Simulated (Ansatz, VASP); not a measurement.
**NaH in VASP and in Ansatz**

```xyz
2
Lattice="0.0000 2.5174 2.3418 2.5174 0.0000 2.3418 2.5174 2.5174 0.0000" Properties=species:S:1:pos:R:3 pbc="T T T"
Na    0.0000    0.0000    0.0000
H     2.5174    2.5174    2.3418
```

Change from the starting cell: epitaxial_xy strain +5.0%.

Alike in both runs: task single point; functional HSE06; k mesh 6 × 6 × 6; no spin polarisation.

```csv
,VASP,Ansatz
version,VASP 6.6.1,Ansatz 0.2.0
potentials or method,"VASP PAW PBE potentials, release 64 (Na_pv, H)","plane waves, PAW"
plane-wave cutoff (eV),520,420
occupations,"gaussian, width 0.01 eV",fixed
valence electrons in the cell,8,10
```

Ansatz gave:

```
gap on the k mesh at the Fermi level (eV)                     : 4.64
pressure (GPa)                                                : -1.2
traceless stress, the component that is largest in VASP (GPa) : 1.29
```

Problem. Which values does VASP return?

Solution. gap on the k mesh at the Fermi level (eV): 4.64; pressure (GPa): -1.3; traceless stress, the component that is largest in VASP (GPa): 1.31.

VASP's potentials hold 8 valence electrons a cell and Ansatz's 10, so a difference there can come from the potentials and not from the codes. Ansatz's warnings: stress exchange threshold loose, stress scf threshold loose.
